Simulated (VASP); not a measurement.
Input of a VASP 6.6.1 run:

File POSCAR:

```
BeTe
1.0
    0.0000000000      2.6832298771      2.6832298771
    2.6832298771      0.0000000000      2.6832298771
    2.6832298771      2.6832298771      0.0000000000
Be Te
1 1
Direct
    0.0000000000      0.0000000000      0.0000000000
    0.5000000000      0.5000000000      0.5000000000
```

Contents of INCAR.step1:

```
SYSTEM = BeTe
  PREC = Accurate
  ENCUT = 520
  ISMEAR = 1
  SIGMA = 0.5
  LREAL = .False.
  LASPH = .True.
  NELM = 80
  NBANDS = 11
  GGA = PE
  ALGO = Normal
  EDIFF = 1E-4
  LWAVE = .True.
  LCHARG = .False.
```

Contents of INCAR.step2:

```
SYSTEM = BeTe
  PREC = Accurate
  ENCUT = 520
  EDIFF = 1E-6
  ISMEAR = 1
  SIGMA = 0.5
  LREAL = .False.
  LASPH = .True.
  NELM = 80
  ALGO = Normal
  ISIF = 2
  LWAVE = .False.
  LCHARG = .True.
  METAGGA = R2SCAN
  LMIXTAU = .True.
  LELF = .True.
  LVHAR = .True.
  NBANDS = 11
  ISTART = 1
```

Contents of KPOINTS:

```
regular mesh
0
Gamma
  6 6 6
  0 0 0
```

Potentials or basis: VASP PAW PBE potentials, release 64 (Be, Te).

The run is started by

```sh
$ cat potpaw_PBE.64/Be/POTCAR potpaw_PBE.64/Te/POTCAR > POTCAR
$ cp INCAR.step1 INCAR
$ mpirun -np 1 vasp_std > vasp.out
$ cp INCAR.step2 INCAR
$ mpirun -np 1 vasp_std > vasp.out
```

(1) Estimate the band gap on the k mesh.

(2) What does it give for the pressure?

## Answers

(1) zero (band 4 reaches 7.39 eV, above the bottom of band 5 at 6.26 eV).

(2) 0.1 GPa.

Caveat: the PAW data sets were made with another functional, which shifts forces and pressure a little; spin-orbit coupling is left out, which moves the levels of the heavy elements.
